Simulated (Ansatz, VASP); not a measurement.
## Two plane-wave programs on AlAs3

```
Al As
1.0
     4.23432    0.00000    0.00000
     0.00000    4.23432    0.00000
     0.00000    0.00000    4.23432
Al As
1 3
Cartesian
  0.0000 0.0000 0.0000
  2.1172 0.0000 2.1172
  0.0000 2.1172 2.1172
  2.1172 2.1172 0.0000
```

Change from the starting cell: species swapped into the GaAg3 type (Pm-3m, No. 221).

Alike in both runs: functional PBE; k mesh 12 × 12 × 12; occupations gaussian, width 0.1 eV; no spin polarisation.

Ansatz relaxed the structure, and its values are those at the end. VASP's run is a single point on that final structure, the one shown.

```csv
,VASP,Ansatz
version,VASP 6.6.1,Ansatz 0.2.0
potentials or method,"VASP PAW PBE potentials, release 64 (Al, As), cutoff 520 eV","scalar-relativistic, plane waves, PAW"
valence electrons in the cell,18,48
```

|  | VASP | Ansatz | Ansatz less VASP |
| --- | --- | --- | --- |
| gap on the k mesh at the Fermi level (eV) | none | none | - |
| pressure (GPa) | 0.0 | 0.0 | -0.08 |

A gap of «none» marks a metal or a gap that the smearing closes. VASP's potentials hold 18 valence electrons a cell and Ansatz's 48, so a difference there can come from the potentials and not from the codes.
